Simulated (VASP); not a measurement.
# Ta in VASP: further runs

The runs below take Ta through relaxation of the atoms, with PBE.

Everything below comes from runs of VASP 6.6.1. Logs are shortened: lines on timing, memory, paths and dates and some standing lists are left out, and cuts for length are marked.

**1. The cell of the first run**

The cell holds a sheet with vacuum, 2 atoms: a = 2.719 Å, b = 2.719 Å, c = 28.487 Å, α = 90.00°, β = 90.00°, γ = 90.00°.

**2. Relaxation of the atoms, PBE**

Contents of INCAR:

```
SYSTEM = Ta
PREC = Accurate
ENCUT = 520
EDIFF = 1E-7
ISMEAR = -1
SIGMA = 0.05
LREAL = .FALSE.
LASPH = .TRUE.
NELM = 100
ALGO = Normal
ISIF = 2
LWAVE = .FALSE.
LCHARG = .FALSE.
GGA = PE
IBRION = 2
NSW = 80
EDIFFG = -0.005
```

Contents of KPOINTS:

```
Automatic mesh
0
G
  10 10 1
  0 0 0
```

Contents of POSCAR:

```
Ta
1.0
    2.7189800000      0.0000000000      0.0000000000
    0.0000000000      2.7189800000      0.0000000000
    0.0000000000      0.0000000000     28.4866400000
Ta
2
Direct
    1.0000000000      0.5000000000      0.3026400000
    0.5000000000      0.0000000000      0.2239200000
```

Potentials or basis: VASP PAW PBE potentials, release 64 (Ta_pv).

Launch:

```console
$ cat potpaw_PBE.64/Ta_pv/POTCAR > POTCAR
$ mpirun -np 1 vasp_std > vasp.out
```

OUTCAR:

```text
SYSTEM = Ta
   PREC = Accurate
   ENCUT = 520
   EDIFF = 1E-7
   ISMEAR = -1
   LREAL = .FALSE.
   LASPH = .TRUE.
   NELM = 100
   ISIF = 2
   GGA = PE
   IBRION = 2
   NSW = 80
   EDIFFG = -0.005

 ion  position               nearest neighbor table
   1  0.000  0.500  0.303-   2 2.95   2 2.95   2 2.95   2 2.95
   2  0.500  0.000  0.224-   1 2.95   1 2.95   1 2.95   1 2.95

  LATTYP: Found a simple tetragonal cell.
 ALAT       =     2.7189800000
 C/A-ratio  =    10.4769582711

  Lattice vectors:

 A1 = (   2.7189800000,   0.0000000000,   0.0000000000)
 A2 = (   0.0000000000,   2.7189800000,   0.0000000000)
 A3 = (   0.0000000000,   0.0000000000,  28.4866400000)

Analysis of symmetry for initial positions (statically):
=====================================================================
 Subroutine PRICEL returns:
 Original cell was already a primitive cell.

 Routine SETGRP: Setting up the symmetry group for a
 simple tetragonal supercell.

 Subroutine GETGRP returns: Found 16 space group operations
 (whereof  4 operations were pure point group operations)
 out of a pool of 16 trial point group operations.

The static configuration has the point symmetry C_2v.
 The point group associated with its full space group is D_4h.

Analysis of symmetry for dynamics (positions and initial velocities):
=====================================================================
 Subroutine PRICEL returns:
 Original cell was already a primitive cell.

 Routine SETGRP: Setting up the symmetry group for a
 simple tetragonal supercell.

 Subroutine GETGRP returns: Found 16 space group operations
 (whereof  4 operations were pure point group operations)
 out of a pool of 16 trial point group operations.

The dynamic configuration has the point symmetry C_2v.
 The point group associated with its full space group is D_4h.

 Subroutine INISYM returns: Found 16 space group operations
 (whereof  4 operations are pure point group operations),
 and found     1 'primitive' translations

----------------------------------------------------------------------------------------

                                     Primitive cell

  volume of cell :     210.5975

  direct lattice vectors                    reciprocal lattice vectors
     2.718980000  0.000000000  0.000000000     0.367784978  0.000000000  0.000000000
     0.000000000  2.718980000  0.000000000     0.000000000  0.367784978  0.000000000
     0.000000000  0.000000000 28.486640000     0.000000000  0.000000000  0.035104175

  length of vectors
     2.718980000  2.718980000 28.486640000     0.367784978  0.367784978  0.035104175

  position of ions in fractional coordinates (direct lattice)
     0.000000000  0.500000000  0.302640000
     0.500000000  0.000000000  0.223920000

  ion indices of the primitive-cell ions
   primitive index   ion index
                 1           1
                 2           2

----------------------------------------------------------------------------------------

 KPOINTS: Automatic mesh

Automatic generation of k-mesh.
 Grid dimensions read from file:
 generate k-points for:   10   10    1

 Generating k-lattice:

  Cartesian coordinates                     Fractional coordinates (reciprocal lattice)
     0.036778498  0.000000000  0.000000000     0.100000000  0.000000000  0.000000000
     0.000000000  0.036778498  0.000000000     0.000000000  0.100000000  0.000000000
     0.000000000  0.000000000  0.035104175     0.000000000  0.000000000  1.000000000

  Length of vectors
     0.036778498  0.036778498  0.035104175

  Shift w.r.t. Gamma in fractional coordinates (k-lattice)
     0.000000000  0.000000000  0.000000000

 Subroutine IBZKPT returns following result:
 ===========================================

 Found     21 irreducible k-points:

 Following reciprocal coordinates:
            Coordinates               Weight
  0.000000  0.000000  0.000000      1.000000
  0.100000  0.000000  0.000000      4.000000
  0.200000  0.000000  0.000000      4.000000
  0.300000  0.000000  0.000000      4.000000
  0.400000  0.000000  0.000000      4.000000
  0.500000  0.000000  0.000000      2.000000
[... 13 lines left out ...]
  0.500000  0.400000  0.000000      4.000000
  0.500000  0.500000  0.000000      1.000000
   k-points           NKPTS =     21   k-points in BZ     NKDIM =     21   number of bands    NBANDS=     15
   number of dos      NEDOS =    301   number of ions     NIONS =      2
   total plane-waves  NPLWV =  86400
   dimension x,y,z NGX =    20 NGY =   20 NGZ =  216
   dimension x,y,z NGXF=    40 NGYF=   40 NGZF=  432
   ions per type =               2
   NGX,Y,Z   is equivalent  to a cutoff of  12.23, 12.23, 12.61 a.u.
   NGXF,Y,Z  is equivalent  to a cutoff of  24.46, 24.46, 25.21 a.u.
 SYSTEM =  Ta
   PREC   = accura    normal or accurate (medium, high low for compatibility)
   ISTART =      0    job   : 0-new  1-cont  2-samecut
   ICHARG =      2    charge: 1-file 2-atom 10-const
   ISPIN  =      1    spin polarized calculation?
   LNONCOLLINEAR =      F non collinear calculations
   LSORBIT =      F    spin-orbit coupling
   LASPH  =      T    aspherical Exc in radial PAW
   ENCUT  =  520.0 eV  38.22 Ry    6.18 a.u.   5.06  5.06 52.97*2*pi/ulx,y,z
   NELM   =    100;   NELMIN=  2; NELMDL= -5     # of ELM steps
   EDIFF  = 0.1E-06   stopping-criterion for ELM
   LREAL  =      F    real-space projection
   EDIFFG = -.5E-02   stopping-criterion for IOM
   NSW    =     80    number of steps for IOM
   IBRION =      2    ionic relax: 0-MD 1-quasi-New 2-CG
   NFREE  =      1    steps in history (QN), initial steepest desc. (CG)
   ISIF   =      2    stress and relaxation
   ISYM   =      2    0-nonsym 1-usesym 2-fastsym
   POTIM  = 0.5000    time-step for ionic-motion
   TEBEG  =    0.0;   TEEND  =   0.0 temperature during run
   PSTRESS=    0.0 pullay stress
   NELECT =      22.0000    total number of electrons
   NUPDOWN=      -1.0000    fix difference up-down
   EMIN   =  10.00;   EMAX   =-10.00  energy-range for DOS
   EFERMI =   0.00;   METHOD = LEGACY
   ISMEAR =    -1;   SIGMA  =   0.05  broadening in eV -4-tet -1-fermi 0-gaus
   EFERMI_NEDOS =   21; number of points for ismear=-14 and -15
   IALGO  =     38    algorithm
   IMIX   =      4    mixing-type and parameters
     AMIX     =   0.40;   BMIX     =  1.00
     AMIX_MAG =   1.60;   BMIX_MAG =  1.00
  volume/ion in A,a.u.               =     105.30       710.59
  Fermi-wavevector in a.u.,A,eV,Ry     =   0.771018  1.457013  8.088243  0.594469
  Thomas-Fermi vector in A             =   1.872346
   LORBIT       =      0    0 simple, 1 ext, 2 COOP (PROOUT), +10 PAW based schemes
   GGA     = PE    functional components
   LHFCALC =     F    Hartree Fock is set to
   AEXX    =    0.0000 exact exchange contribution
   IVDW    =     0    specifies the selected vdW correction
   LEPSILON=     F    determine dielectric tensor
   LRPA    =     F    only Hartree local field effects (RPA)
 conjugate gradient relaxation of ions
 non-spin polarized calculation
  energy-cutoff  :      520.00
  volume of cell :      210.60
 maximum number of plane-waves:      5714
   NGX = 11   NGY = 11   NGZ =105

--------------------------------------- Ionic step        1  -------------------------------------------

 number of electron      22.0000008 magnetization

 Free energy of the ion-electron system (eV)
  ---------------------------------------------------
  ext. energy  EPLUGINS =         0.00000000
  ---------------------------------------------------
  free energy    TOTEN  =       -21.16117421 eV

  energy without entropy =      -21.14758184  energy(sigma->0) =      -21.15437802

------------------------ aborting loop because EDIFF is reached ----------------------------------------

  FORCE on cell =-STRESS in cart. coord.  units (eV):
  Direction    XX          YY          ZZ          XY          YZ          ZX
  --------------------------------------------------------------------------------------
  -------------------------------------------------------------------------------------
  Total        0.1827135      0.1827135     -0.1623404      0.0000000      0.0000000     -0.0000000
  in kB        1.3900421      1.3900421     -1.2350482      0.0000000      0.0000000     -0.0000000
  external PRESSURE =       0.5150120 kB  Pullay stress =       0.0000000 kB

 VOLUME and BASIS-vectors are now :
 -----------------------------------------------------------------------------
  energy-cutoff  :      520.00
  volume of cell :      210.60
      direct lattice vectors                 reciprocal lattice vectors
     2.718980000  0.000000000  0.000000000     0.367784978  0.000000000  0.000000000
     0.000000000  2.718980000  0.000000000     0.000000000  0.367784978  0.000000000
     0.000000000  0.000000000 28.486640000     0.000000000  0.000000000  0.035104175

 POSITION                                       TOTAL-FORCE (eV/Angst)
 -----------------------------------------------------------------------------------
      0.00000      1.35949      8.62120        -0.000000      0.000000     -0.067793
      1.35949      0.00000      6.37873         0.000000      0.000000      0.067793
 -----------------------------------------------------------------------------------
    total drift:                                0.000000      0.000000     -0.000045

  FREE ENERGIE OF THE ION-ELECTRON SYSTEM (eV)
  ---------------------------------------------------
  free  energy   TOTEN  =       -21.1611742112 eV
[... 17 lines left out ...]
 VOLUME and BASIS-vectors are now :
 -----------------------------------------------------------------------------
  energy-cutoff  :      520.00
  volume of cell :      210.60
      direct lattice vectors                 reciprocal lattice vectors
     2.718980000  0.000000000  0.000000000     0.367784978  0.000000000  0.000000000
     0.000000000  2.718980000  0.000000000     0.000000000  0.367784978  0.000000000
     0.000000000  0.000000000 28.486640000     0.000000000  0.000000000  0.035104175

 POSITION                                       TOTAL-FORCE (eV/Angst)
 -----------------------------------------------------------------------------------
      2.71898      1.35949      8.61793         0.000000     -0.000000     -0.006755
      1.35949      0.00000      6.38200         0.000000      0.000000      0.006755
 -----------------------------------------------------------------------------------
    total drift:                                0.000000      0.000000     -0.000036

  FREE ENERGIE OF THE ION-ELECTRON SYSTEM (eV)
  ---------------------------------------------------
  free  energy   TOTEN  =       -21.1614217475 eV

  energy  without entropy=      -21.1480257971  energy(sigma->0) =      -21.15472377

--------------------------------------- Ionic step        3  -------------------------------------------

 number of electron      22.0000008 magnetization

 Free energy of the ion-electron system (eV)
  ---------------------------------------------------
  ext. energy  EPLUGINS =         0.00000000
  ---------------------------------------------------
  free energy    TOTEN  =       -21.16142448 eV

  energy without entropy =      -21.14804678  energy(sigma->0) =      -21.15473563

 E-fermi :  -2.7280     XC(G=0):  -2.8501

 val. band max:       -2.7499336612   @ k =   0.4000   0.1000   0.0000
 cond. band min:      -2.6614136572   @ k =   0.2000   0.2000   0.0000
 fundamental gap:      0.0885200040
 Fermi energy:        -2.7280195028

 k-point     1 :       0.0000    0.0000    0.0000
  band No.  band energies     occupation
      1     -37.4514      2.00000
      2     -36.8241      2.00000
      3     -36.4311      2.00000
      4     -36.4311      2.00000
      5     -36.2724      2.00000
      6     -36.2724      2.00000
      7      -9.9150      2.00000
      8      -7.9049      2.00000
      9      -5.9877      2.00000
     10      -4.6190      2.00000
     11      -3.6951      2.00000
     12      -2.7897      1.54910
     13      -1.8103      0.00000
     14      -0.3615      0.00000
     15      -0.3615      0.00000

 k-point     2 :       0.1000    0.0000    0.0000
  band No.  band energies     occupation
      1     -37.4284      2.00000
      2     -36.8434      2.00000
      3     -36.5364      2.00000
      4     -36.4165      2.00000
      5     -36.4002      2.00000
      6     -36.2654      2.00000
      7      -9.5910      2.00000
      8      -7.5795      2.00000
      9      -5.7134      2.00000
     10      -4.3659      2.00000
     11      -3.7419      2.00000
     12      -2.6197      0.20555
     13      -2.1418      0.00002
     14      -0.6099      0.00000
     15      -0.2942      0.00000
[... 353 lines left out ...]
 VOLUME and BASIS-vectors are now :
 -----------------------------------------------------------------------------
  energy-cutoff  :      520.00
  volume of cell :      210.60
      direct lattice vectors                 reciprocal lattice vectors
     2.718980000  0.000000000  0.000000000     0.367784978  0.000000000  0.000000000
     0.000000000  2.718980000  0.000000000     0.000000000  0.367784978  0.000000000
     0.000000000  0.000000000 28.486640000     0.000000000  0.000000000  0.035104175

 POSITION                                       TOTAL-FORCE (eV/Angst)
 -----------------------------------------------------------------------------------
      0.00000      1.35949      8.61759         0.000000     -0.000000     -0.000083
      1.35949      0.00000      6.38234         0.000000      0.000000      0.000083
 -----------------------------------------------------------------------------------
    total drift:                                0.000000      0.000000     -0.000031

  FREE ENERGIE OF THE ION-ELECTRON SYSTEM (eV)
  ---------------------------------------------------
  free  energy   TOTEN  =       -21.1614244817 eV

  energy  without entropy=      -21.1480467784  energy(sigma->0) =      -21.15473563

 reached required accuracy - stopping structural energy minimisation
```

It took 1.8 min on 1 thread of Intel Xeon Platinum 8259CL at 2.50GHz (Skylake/Cascade Lake), shared host; peak memory 0.31 GiB.

Results:

* Free energy: -21.1614 eV
* Energy gained by relaxing: 0.1 meV/atom
* Ionic steps: 3
* Band gap on the k mesh: zero (bands 11 and 12 overlap by 2.07 eV)

Step by step:
```csv
step,energy change (eV),largest force (eV/Å),pressure (GPa)
1,0.0000,0.0678,0.05
2,-0.0002,0.0068,0.11
3,-0.0003,0.0001,0.12
```

Final structure:
```cif
data_structure
_symmetry_space_group_name_H-M 'P 1'
_symmetry_Int_Tables_number 1
_cell_length_a 2.7190
_cell_length_b 2.7190
_cell_length_c 28.4866
_cell_angle_alpha 90.000
_cell_angle_beta 90.000
_cell_angle_gamma 90.000
_cell_volume 210.60
loop_
_atom_site_label
_atom_site_type_symbol
_atom_site_fract_x
_atom_site_fract_y
_atom_site_fract_z
_atom_site_occupancy
Ta1 Ta 0.00000 0.50000 0.30251 1
Ta2 Ta 0.50000 0.00000 0.22405 1
```

Caveat: spin-orbit coupling is left out, which moves the levels of the heavy elements.

**3. Relaxation of the atoms, PBE**

Contents of INCAR:

```
  ALGO = Normal
  DIPOL = 0.5 0.5 0.263
  EDIFF = 1E-6
  EDIFFG = -0.005
  ENCUT = 520
  GGA = PE
  IBRION = 2
  IDIPOL = 3
  ISIF = 2
  ISMEAR = -1
  LASPH = True
  LCHARG = False
  LDIPOL = True
  LREAL = False
  LWAVE = False
  NELM = 60
  NSW = 80
  PREC = Accurate
  SIGMA = 0.05
```

Contents of KPOINTS:

```
k-points
0
Gamma
  10 10 1
```

POSCAR is that of step 2.

Potentials or basis: VASP PAW PBE potentials, release 64 (Ta_pv).

Launch:

```console
$ cat potpaw_PBE.64/Ta_pv/POTCAR > POTCAR
$ mpirun -np 1 vasp_std > vasp.out
```

It took 61 s on 1 thread of Intel Xeon 6975P-C (Granite Rapids), shared host; peak memory 0.31 GiB.

Results (log left out):

- Free energy: -21.1614 eV
- Energy gained by relaxing: 0.1 meV/atom
- Ionic steps: 3
- Band gap on the k mesh: zero (bands 11 and 12 overlap by 2.07 eV)

Step by step:
```tsv
step	energy change (eV)	largest force (eV/Å)	pressure (GPa)
1	0.0000	0.0678	0.05
2	-0.0002	0.0061	0.11
3	-0.0002	0.0012	0.12
```

Final structure:
```cif
data_structure
_symmetry_space_group_name_H-M 'P 1'
_symmetry_Int_Tables_number 1
_cell_length_a 2.7190
_cell_length_b 2.7190
_cell_length_c 28.4866
_cell_angle_alpha 90.000
_cell_angle_beta 90.000
_cell_angle_gamma 90.000
_cell_volume 210.60
loop_
_atom_site_label
_atom_site_type_symbol
_atom_site_fract_x
_atom_site_fract_y
_atom_site_fract_z
_atom_site_occupancy
Ta1 Ta 0.00000 0.50000 0.30251 1
Ta2 Ta 0.50000 0.00000 0.22405 1
```

Levels at points of the mesh, in eV from the Fermi level:
| k point | band 8 | band 9 | band 10 | band 11 | band 12 | band 13 | band 14 | band 15 |
| --- | --- | --- | --- | --- | --- | --- | --- | --- |
| (0.00, 0.00, 0.00) | -5.18 | -3.26 | -1.89 | -0.97 | -0.06 | 0.92 | 2.37 | 2.37 |
| (0.50, 0.00, 0.00) | -3.86 | -1.40 | -1.40 | 0.25 | 0.25 | 2.00 | 2.00 | 3.40 |
| (0.50, 0.50, 0.00) | -4.18 | -2.52 | -2.52 | 1.58 | 1.58 | 3.04 | 3.04 | 6.28 |

Caveat: spin-orbit coupling is left out, which moves the levels of the heavy elements.
